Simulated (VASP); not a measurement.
HPbNO4:

```
CELL_PARAMETERS angstrom
3.85404 0.14384 0.09012
-0.25320 5.52698 0.16471
-0.48197 -1.92720 5.72025
ATOMIC_POSITIONS crystal
H 0.10913 0.65718 0.54463
Pb 0.61029 0.52127 0.15100
N 0.91580 0.96263 0.95867
O 0.01384 0.13639 0.88084
O 0.72398 0.01057 0.12858
O 0.00389 0.73732 0.87043
O 0.11927 0.59324 0.37651
```

Base run:

- Program: VASP 6.6.1
- Functional: PBEsol
- Potentials or basis: VASP PAW PBE potentials, release 64 (H, Pb_d, N, O)
- Cutoff: 520 eV
- k mesh: 7 × 5 × 5
- Occupations: fermi-dirac, width 0.05 eV
- Spin: no spin polarisation

Its results: band gap on the k mesh 3.15 eV (least direct gap 3.23 eV); pressure -1.6 GPa; largest force 0.486 eV/Å.

Question: The run is repeated on the same cell with these changes: functional from PBEsol to PBE; further incar settings from ALGO = Normal; EDIFF = 1e-07; NBANDS = 31 to ALGO = Normal; EDIFF = 1e-08; NBANDS = 31. What comes out?

Answer: Band gap on the k mesh 3.14 eV (least direct gap 3.22 eV); pressure 0.5 GPa; largest force 0.422 eV/Å.

Caveats: the standard files for N, O and F lose accuracy on very short bonds; spin-orbit coupling is left out, which moves the levels of the heavy elements; the PAW data sets were made with another functional, which shifts forces and pressure a little (at least some runs).

A k mesh can miss the band edges.
